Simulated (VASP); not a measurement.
A run of VASP 6.6.1 is set up as follows.

The input INCAR:

```
SYSTEM = Au
PREC     = Accurate       ! precision mode
ENCUT    = 400            ! plane-wave cutoff, eV
EDIFF    = 1E-6           ! SCF threshold, eV
ISMEAR   = 0              ! smearing method
SIGMA    = 0.1            ! smearing width, eV
LREAL    = .FALSE.        ! projectors in reciprocal space
LASPH    = .TRUE.         ! aspherical terms in the spheres
NELM     = 120            ! most SCF steps
ALGO     = Normal         ! electronic algorithm
ISIF     = 2              ! what is computed and relaxed
LWAVE    = .FALSE.        ! write WAVECAR
LCHARG   = .FALSE.        ! write CHGCAR
LDIPOL   = .TRUE.       
IDIPOL   = 3            
DIPOL    = 0.5 0.5 0.309
NBANDS   = 48             ! bands
GGA_COMPAT= .FALSE.      
NELMDL   = -8
```

The input KPOINTS:

```
Automatic mesh
0
G
  16 16 1
  0 0 0
```

Contents of POSCAR:

```
Au
1.0
    2.8835814537      0.0000000000      0.0000000000
   -1.4417907268      2.4972547928      0.0000000000
    0.0000000000      0.0000000000     52.0532127667
Au
7
Direct
    0.0000000000      0.0000000000      0.1659364487
    0.3333333333      0.6666666667      0.2141248254
    0.6666666667      0.3333333333      0.2613255464
    0.0000000000      0.0000000000      0.3085938857
    0.3333333333      0.6666666667      0.3558622251
    0.6666666667      0.3333333333      0.4030629461
    0.0000000000      0.0000000000      0.4512513228
```

Potentials or basis: VASP PAW LDA potentials, release 64 (Au).

Launch:

```bash
$ cat potpaw_LDA.64/Au/POTCAR > POTCAR
$ mpirun -np 1 vasp_std > vasp.out
```

Predict the band gap on the k mesh.

zero (an odd number of electrons rules out a gap without spin polarisation).

Predict the largest force.

0.496 eV/Å.

Forces on the atoms (eV/Å):
```
Au   0.000  0.000  0.496
Au   0.000  0.000  0.025
Au   0.000  0.000  0.002
Au   0.000  0.000  0.000
Au   0.000  0.000 -0.002
Au   0.000  0.000 -0.025
Au   0.000  0.000 -0.496
```

Caveat: spin-orbit coupling is left out, which moves the levels of the heavy elements.
